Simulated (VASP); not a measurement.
Runs of VASP 6.6.1 on Al3H. The structure is that of space group P6/mmm (No. 191), or close to it. The cells are those of the table. The cell was generated, and may not be a known phase.

| task | cell | k mesh | cutoff (eV) | gap on the mesh (eV) | pressure (GPa) | relaxed volume (Å³/atom) |
| --- | --- | --- | --- | --- | --- | --- |
| single point | a = 4.572, b = 4.572, c = 3.382 Å, angles 90.0, 90.0, 120.0°, 4 atoms | 6 × 6 × 4 | 520 | none | 0.0 | - |
| relaxation of cell and atoms | relaxed from a = 4.572, b = 4.572, c = 3.382 Å, angles 90.0, 90.0, 120.0°, 4 atoms | 6 × 6 × 6 | 600 | none | -0.1 | 15.38 |
| single point | a = 3.818, b = 3.818, c = 4.136 Å, angles 90.0, 90.0, 120.0°, 4 atoms | 6 × 6 × 4 | 520 | none | 24.2 | - |
| relaxation of cell and atoms | relaxed from a = 4.509, b = 4.509, c = 3.489 Å, angles 90.0, 90.0, 120.0°, 4 atoms | 12 × 12 × 14 | 600 | none | 0.0 | (a) |
| single point | a = 4.566, b = 4.566, c = 3.388 Å, angles 90.0, 90.0, 120.0°, 4 atoms | 12 × 12 × 14 | 520 | none | 0.0 | - |
| single point | a = 4.509, b = 4.509, c = 3.489 Å, angles 90.0, 90.0, 120.0°, 4 atoms | 6 × 6 × 6 | 520 | none | 0.0 | - |
| relaxation of cell and atoms | relaxed from a = 3.818, b = 3.818, c = 4.136 Å, angles 90.0, 90.0, 120.0°, 4 atoms | 6 × 6 × 4 | 600 | none | -0.1 | 15.31 |

Alike in all rows: level PBE; potentials or basis VASP PAW PBE potentials, release 64 (Al, H); no spin polarisation; smearing gaussian 0.1 eV.

**Question.** Fill in the values left out.

**Answer.** (a) 15.29.

Caveats: some runs use coarse meshes; the volume moved by over 15 % at a fixed basis, so the end points are rough (at least some runs).

A gap of «none» marks levels without a gap at the run's occupations.
